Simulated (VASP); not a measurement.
# Sb (Fm-3m) in VASP: further runs

The runs below take Sb through single point, relaxation of cell and atoms, with PBEsol.

All numbers are computed with VASP 6.6.1; they aren't measurements. Logs are shortened: lines on timing, memory, paths and dates and some standing lists are left out, and cuts for length are marked.

## (1) The cell of the first run

The structure is cubic, space group Fm-3m (No. 225). The conventional cell has a = 4.716 Å, b = 4.716 Å, c = 4.716 Å, α = 90.00°, β = 90.00°, γ = 90.00°. Within 4.4 Å of Sb (site symmetry m-3m) lie 12 Sb at 3.34 Å.

This isn't the form of Sb at room conditions, which is rhombohedral.

## (2) Single point, PBEsol

File INCAR:

```
SYSTEM = Sb
ALGO = Normal
EDIFF = 1E-6
ENCUT = 500
GGA = PS
GGA_COMPAT = .FALSE.
ISIF = 2
ISMEAR = 1
LASPH = .TRUE.
LCHARG = .FALSE.
LREAL = .FALSE.
LWAVE = .FALSE.
NBANDS = 8
NELM = 120
PREC = Accurate
SIGMA = 0.1
```

File KPOINTS:

```
k-points
0
G
  15 15 15
  0 0 0
```

File POSCAR:

```
Sb
1.0
    0.0000000000      2.3582285805      2.3582285805
    2.3582285805      0.0000000000      2.3582285805
    2.3582285805      2.3582285805      0.0000000000
Sb
1
Direct
    0.0000000000      0.0000000000      0.0000000000
```

Potentials or basis: VASP PAW PBE potentials, release 64 (Sb).

Run with:

```bash
$ cat potpaw_PBE.64/Sb/POTCAR > POTCAR
$ mpirun -np 1 vasp_std > vasp.out
```

OUTCAR:

```text
SYSTEM = Sb
   EDIFF = 1E-6
   ENCUT = 500
   GGA = PS
   ISIF = 2
   ISMEAR = 1
   LASPH = .TRUE.
   LREAL = .FALSE.
   NELM = 120
   PREC = Accurate

 ion  position               nearest neighbor table
   1  0.000  0.000  0.000-

  LATTYP: Found a face centered cubic cell.
 ALAT       =     4.7164571610

  Lattice vectors:

 A1 = (   0.0000000000,   2.3582285805,   2.3582285805)
 A2 = (   2.3582285805,   0.0000000000,   2.3582285805)
 A3 = (   2.3582285805,   2.3582285805,   0.0000000000)

Analysis of symmetry for initial positions (statically):
=====================================================================
 Subroutine PRICEL returns:
 Original cell was already a primitive cell.

 Routine SETGRP: Setting up the symmetry group for a
 face centered cubic supercell.

 Subroutine GETGRP returns: Found 48 space group operations
 (whereof 48 operations were pure point group operations)
 out of a pool of 48 trial point group operations.

The static configuration has the point symmetry O_h .

Analysis of symmetry for dynamics (positions and initial velocities):
=====================================================================
 Subroutine PRICEL returns:
 Original cell was already a primitive cell.

 Routine SETGRP: Setting up the symmetry group for a
 face centered cubic supercell.

 Subroutine GETGRP returns: Found 48 space group operations
 (whereof 48 operations were pure point group operations)
 out of a pool of 48 trial point group operations.

The dynamic configuration has the point symmetry O_h .

 Subroutine INISYM returns: Found 48 space group operations
 (whereof 48 operations are pure point group operations),
 and found     1 'primitive' translations

----------------------------------------------------------------------------------------

                                     Primitive cell

  volume of cell :      26.2294

  direct lattice vectors                    reciprocal lattice vectors
     0.000000000  2.358228581  2.358228581    -0.212023552  0.212023552  0.212023552
     2.358228581  0.000000000  2.358228581     0.212023552 -0.212023552  0.212023552
     2.358228581  2.358228581  0.000000000     0.212023552  0.212023552 -0.212023552

  length of vectors
     3.335038842  3.335038842  3.335038842     0.367235564  0.367235564  0.367235564

  position of ions in fractional coordinates (direct lattice)
     0.000000000  0.000000000  0.000000000

  ion indices of the primitive-cell ions
   primitive index   ion index
                 1           1

----------------------------------------------------------------------------------------

 KPOINTS: k-points

Automatic generation of k-mesh.
 Grid dimensions read from file:
 generate k-points for:   15   15   15

 Generating k-lattice:

  Cartesian coordinates                     Fractional coordinates (reciprocal lattice)
    -0.014134903  0.014134903  0.014134903     0.066666667  0.000000000  0.000000000
     0.014134903 -0.014134903  0.014134903     0.000000000  0.066666667  0.000000000
     0.014134903  0.014134903 -0.014134903     0.000000000  0.000000000  0.066666667

  Length of vectors
     0.024482371  0.024482371  0.024482371

  Shift w.r.t. Gamma in fractional coordinates (k-lattice)
     0.000000000  0.000000000  0.000000000

 Subroutine IBZKPT returns following result:
 ===========================================

 Found    120 irreducible k-points:

 Following reciprocal coordinates:
            Coordinates               Weight
  0.000000  0.000000  0.000000      1.000000
  0.066667  0.000000  0.000000      8.000000
  0.133333  0.000000  0.000000      8.000000
  0.200000  0.000000  0.000000      8.000000
  0.266667  0.000000  0.000000      8.000000
  0.333333  0.000000  0.000000      8.000000
[... 16 lines left out ...]
  0.133333  0.133333  0.000000      6.000000
  0.200000  0.133333  0.000000     24.000000
 [... further k-points ...]
   k-points           NKPTS =    120   k-points in BZ     NKDIM =    120   number of bands    NBANDS=      8
   number of dos      NEDOS =    301   number of ions     NIONS =      1
   total plane-waves  NPLWV =  13824
   dimension x,y,z NGX =    24 NGY =   24 NGZ =   24
   dimension x,y,z NGXF=    48 NGYF=   48 NGZF=   48
   ions per type =               1
   NGX,Y,Z   is equivalent  to a cutoff of  11.96, 11.96, 11.96 a.u.
   NGXF,Y,Z  is equivalent  to a cutoff of  23.93, 23.93, 23.93 a.u.
 SYSTEM =  Sb
   PREC   = accura    normal or accurate (medium, high low for compatibility)
   ISTART =      0    job   : 0-new  1-cont  2-samecut
   ICHARG =      2    charge: 1-file 2-atom 10-const
   ISPIN  =      1    spin polarized calculation?
   LNONCOLLINEAR =      F non collinear calculations
   LSORBIT =      F    spin-orbit coupling
   LASPH  =      T    aspherical Exc in radial PAW
   ENCUT  =  500.0 eV  36.75 Ry    6.06 a.u.   6.08  6.08  6.08*2*pi/ulx,y,z
   NELM   =    120;   NELMIN=  2; NELMDL= -5     # of ELM steps
   EDIFF  = 0.1E-05   stopping-criterion for ELM
   LREAL  =      F    real-space projection
   EDIFFG = 0.1E-04   stopping-criterion for IOM
   NSW    =      0    number of steps for IOM
   IBRION =     -1    ionic relax: 0-MD 1-quasi-New 2-CG
   NFREE  =      0    steps in history (QN), initial steepest desc. (CG)
   ISIF   =      2    stress and relaxation
   ISYM   =      2    0-nonsym 1-usesym 2-fastsym
   POTIM  = 0.5000    time-step for ionic-motion
   TEBEG  =    0.0;   TEEND  =   0.0 temperature during run
   PSTRESS=    0.0 pullay stress
   NELECT =       5.0000    total number of electrons
   NUPDOWN=      -1.0000    fix difference up-down
   EMIN   =  10.00;   EMAX   =-10.00  energy-range for DOS
   EFERMI =   0.00;   METHOD = LEGACY
   ISMEAR =     1;   SIGMA  =   0.10  broadening in eV -4-tet -1-fermi 0-gaus
   EFERMI_NEDOS =   21; number of points for ismear=-14 and -15
   IALGO  =     38    algorithm
   IMIX   =      4    mixing-type and parameters
     AMIX     =   0.40;   BMIX     =  1.00
     AMIX_MAG =   1.60;   BMIX_MAG =  1.00
  volume/ion in A,a.u.               =      26.23       177.00
  Fermi-wavevector in a.u.,A,eV,Ry     =   0.942184  1.780469 12.078030  0.887710
  Thomas-Fermi vector in A             =   2.069768
   LORBIT       =      0    0 simple, 1 ext, 2 COOP (PROOUT), +10 PAW based schemes
   GGA     = PS    functional components
   LHFCALC =     F    Hartree Fock is set to
   AEXX    =    0.0000 exact exchange contribution
   IVDW    =     0    specifies the selected vdW correction
   LEPSILON=     F    determine dielectric tensor
   LRPA    =     F    only Hartree local field effects (RPA)
 non-spin polarized calculation
 Methfessel and Paxton  Order N= 1 SIGMA  =   0.10
  energy-cutoff  :      500.00
  volume of cell :       26.23
 maximum number of plane-waves:       680
   NGX = 13   NGY = 13   NGZ = 13

 number of electron       5.0000001 magnetization

 Free energy of the ion-electron system (eV)
  ---------------------------------------------------
  ext. energy  EPLUGINS =         0.00000000
  ---------------------------------------------------
  free energy    TOTEN  =        -4.30049746 eV

  energy without entropy =       -4.30014067  energy(sigma->0) =       -4.30037853

 E-fermi :   8.7563     XC(G=0): -10.4474

 val. band max:        8.7287320212   @ k =   0.4667   0.2667   0.0667
 cond. band min:       8.7596182544   @ k =  -0.4000   0.4667   0.0667
 fundamental gap:      0.0308862332
 Fermi energy:         8.7563269599

 k-point     1 :       0.0000    0.0000    0.0000
  band No.  band energies     occupation
      1      -4.4231      2.00000
      2      14.2331      0.00000
      3      14.2331      0.00000
      4      14.2331      0.00000
      5      18.8014      0.00000
      6      18.8014      0.00000
      7      18.8014      0.00000
      8      18.9735      0.00000

 k-point     2 :       0.0667    0.0000    0.0000
  band No.  band energies     occupation
      1      -4.3329      2.00000
      2      13.3467      0.00000
      3      14.1087      0.00000
      4      14.1087      0.00000
      5      17.9749      0.00000
      6      19.0042      0.00000
      7      19.0042      0.00000
      8      20.3833      0.00000

 k-point     3 :       0.1333    0.0000    0.0000
  band No.  band energies     occupation
      1      -4.0627      2.00000
      2      11.4865      0.00000
      3      13.8023      0.00000
      4      13.8023      0.00000
      5      17.5054      0.00000
      6      19.4646      0.00000
      7      19.4646      0.00000
      8      21.5443      0.00000

 k-point     4 :       0.2000    0.0000    0.0000
  band No.  band energies     occupation
      1      -3.6157      2.00000
      2       9.4280     -0.00000
      3      13.4323      0.00000
      4      13.4323      0.00000
      5      17.2037      0.00000
      6      19.5774      0.00000
      7      19.5774      0.00000
      8      21.1066      0.00000

 k-point     5 :       0.2667    0.0000    0.0000
  band No.  band energies     occupation
      1      -2.9990      2.00000
      2       7.4262      2.00000
      3      13.0817      0.00000
      4      13.0817      0.00000
      5      17.0252      0.00000
      6      19.0725      0.00000
      7      19.0725      0.00000
      8      20.1870      0.00000

 k-point     6 :       0.3333    0.0000    0.0000
  band No.  band energies     occupation
      1      -2.2320      2.00000
      2       5.5836      2.00000
      3      12.7951      0.00000
      4      12.7951      0.00000
      5      16.9618      0.00000
      6      18.5321      0.00000
      7      18.5321      0.00000
      8      19.3870      0.00000

 k-point     7 :       0.4000    0.0000    0.0000
  band No.  band energies     occupation
      1      -1.3741      2.00000
      2       3.9950      2.00000
      3      12.5950      0.00000
      4      12.5950      0.00000
      5      16.9945      0.00000
      6      18.1396      0.00000
      7      18.1396      0.00000
      8      18.7692      0.00000

 k-point     8 :       0.4667    0.0000    0.0000
  band No.  band energies     occupation
      1      -0.6467      2.00000
      2       2.8987      2.00000
      3      12.4927      0.00000
      4      12.4927      0.00000
      5      17.0640      0.00000
      6      17.9370      0.00000
      7      17.9370      0.00000
      8      18.4054      0.00000

 k-point     9 :       0.0667    0.0667    0.0000
  band No.  band energies     occupation
      1      -4.3027      2.00000
      2      13.7296      0.00000
      3      13.7303      0.00000
      4      13.7303      0.00000
      5      17.4904      0.00000
      6      19.4170      0.00000
      7      19.4170      0.00000
      8      20.4877      0.00000

 k-point    10 :       0.1333    0.0667    0.0000
  band No.  band energies     occupation
      1      -4.0925      2.00000
      2      12.1423      0.00000
      3      13.2679      0.00000
      4      13.7624      0.00000
      5      17.1864      0.00000
      6      19.5334      0.00000
      7      20.0357      0.00000
      8      20.0927      0.00000
[... 78 lines left out ...]
 k-point    18 :      -0.3333    0.0667    0.0000
  band No.  band energies     occupation
      1      -1.8740      2.00000
      2       5.0925      2.00000
      3      11.6283      0.00000
      4      12.9471      0.00000
      5      17.4855      0.00000
      6      17.7078      0.00000
      7      18.2946      0.00000
      8      20.5689      0.00000

 k-point    19 :      -0.2667    0.0667    0.0000
  band No.  band energies     occupation
      1      -2.6800      2.00000
      2       6.8541      2.00000
      3      11.7888      0.00000
      4      13.3694      0.00000
      5      17.5037      0.00000
      6      18.3830      0.00000
      7      18.6312      0.00000
      8      21.1335      0.00000

 k-point    20 :      -0.2000    0.0667    0.0000
  band No.  band energies     occupation
      1      -3.3490      2.00000
      2       8.7948      0.39895
      3      12.0843      0.00000
      4      13.7917      0.00000
      5      17.5851      0.00000
      6      19.0944      0.00000
      7      19.1953      0.00000
      8      20.7612      0.00000

 k-point    21 :      -0.1333    0.0667    0.0000
  band No.  band energies     occupation
      1      -3.8533      2.00000
      2      10.8082      0.00000
      3      12.5132      0.00000
      4      14.1288      0.00000
      5      17.6901      0.00000
      6      19.2354      0.00000
      7      19.7947      0.00000
      8      20.5600      0.00000

 k-point    22 :      -0.0667    0.0667    0.0000
  band No.  band energies     occupation
      1      -4.1826      2.00000
      2      12.5666      0.00000
      3      13.1729      0.00000
      4      14.2619      0.00000
      5      17.7599      0.00000
      6      18.9677      0.00000
      7      19.5048      0.00000
      8      21.3345      0.00000

 k-point    23 :       0.1333    0.1333    0.0000
  band No.  band energies     occupation
      1      -3.9422      2.00000
      2      12.5349      0.00000
      3      12.6963      0.00000
      4      12.6963      0.00000
      5      16.3009      0.00000
      6      18.8162      0.00000
      7      20.7694      0.00000
      8      20.7694      0.00000

 k-point    24 :       0.2000    0.1333    0.0000
  band No.  band energies     occupation
      1      -3.6133      2.00000
      2      10.8488      0.00000
      3      12.1867      0.00000
      4      12.6431      0.00000
      5      16.1767      0.00000
      6      17.8782      0.00000
      7      20.9407      0.00000
      8      21.4081      0.00000

 [... further k-points ...]

------------------------ aborting loop because EDIFF is reached ----------------------------------------

  FORCE on cell =-STRESS in cart. coord.  units (eV):
  Direction    XX          YY          ZZ          XY          YZ          ZX
  --------------------------------------------------------------------------------------
  -------------------------------------------------------------------------------------
  Total       -0.0015037     -0.0015037     -0.0015037     -0.0000000      0.0000000     -0.0000000
  in kB       -0.0918515     -0.0918515     -0.0918515     -0.0000000      0.0000000     -0.0000000
  external PRESSURE =      -0.0918515 kB  Pullay stress =       0.0000000 kB

 VOLUME and BASIS-vectors are now :
 -----------------------------------------------------------------------------
  energy-cutoff  :      500.00
  volume of cell :       26.23
      direct lattice vectors                 reciprocal lattice vectors
     0.000000000  2.358228581  2.358228581    -0.212023552  0.212023552  0.212023552
     2.358228581  0.000000000  2.358228581     0.212023552 -0.212023552  0.212023552
     2.358228581  2.358228581  0.000000000     0.212023552  0.212023552 -0.212023552

 POSITION                                       TOTAL-FORCE (eV/Angst)
 -----------------------------------------------------------------------------------
      0.00000      0.00000      0.00000         0.000000      0.000000      0.000000
 -----------------------------------------------------------------------------------
    total drift:                                0.000000     -0.000000     -0.000000

  FREE ENERGIE OF THE ION-ELECTRON SYSTEM (eV)
  ---------------------------------------------------
  free  energy   TOTEN  =        -4.3004974630 eV

  energy  without entropy=       -4.3001406739  energy(sigma->0) =       -4.30037853
```

It took 4.9 s on 1 thread of Intel Xeon 6975P-C (Granite Rapids), shared host; peak memory 0.15 GiB.

What came out:

| Item | Value |
| --- | --- |
| Free energy | -4.3005 eV |
| Pressure | 0.0 GPa |
| Band gap on the k mesh | zero (an odd number of electrons rules out a gap without spin polarisation) |

Caveat: the PAW data sets were made with another functional, which shifts forces and pressure a little; spin-orbit coupling is left out, which moves the levels of the heavy elements.

(Part 1 of 2 ends here.)
